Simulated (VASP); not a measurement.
## Ta3Br: single point with PBE

Crystal: Ta3Br.

```
Ta Br
1.0
     4.75138    0.00000    0.00000
     0.00000    4.75138    0.00000
     0.00000    0.00000    3.29247
Ta Br
3 1
Direct
  0.00000 0.50000 0.50000
  0.50000 0.00000 0.50000
  0.50000 0.50000 0.00000
  0.00000 0.00000 0.00000
```

* Program: VASP 6.6.1
* Task: single point
* Functional: PBE
* Potentials or basis: VASP PAW PBE potentials, release 64 (Ta_pv, Br)
* Cutoff: 500 eV
* k mesh: 12 × 12 × 12
* Occupations: gaussian, width 0.1 eV
* Spin: no spin polarisation

```
Pressure               : 0.1 GPa
Band gap on the k mesh : zero (bands 20 and 21 overlap by 1.68 eV)
```

Levels at points of the mesh, in eV from the Fermi level:
```
           k point  band 16  band 17  band 18  band 19  band 20  band 21  band 22  band 23  band 24  band 25
(0.00, 0.00, 0.00)    -3.52    -3.46    -1.15    -1.15    -0.76     1.10     1.55     1.55     3.35     3.46
(0.50, 0.00, 0.00)    -2.38    -1.29    -0.82    -0.59    -0.09     0.63     0.64     0.98     1.45     1.72
(0.50, 0.50, 0.00)    -1.60    -0.97    -0.97    -0.40    -0.09     0.72     0.80     1.77     1.77     2.41
(0.00, 0.00, 0.50)    -1.44    -0.84    -0.84    -0.65    -0.21    -0.21     0.24     2.36     3.19     3.57
(0.50, 0.00, 0.50)    -2.22    -1.83    -1.06    -0.43    -0.16    -0.09     0.66     1.83     1.87     2.90
(0.50, 0.50, 0.50)    -4.10    -2.08    -1.36    -0.78    -0.78    -0.08     1.21     3.67     3.67     3.96
```

It took 6.8 min on 1 thread of Oxide Virtual Turin-like Processor (shared host), peak memory 0.39 GiB.

Caveat: spin-orbit coupling is left out, which moves the levels of the heavy elements.
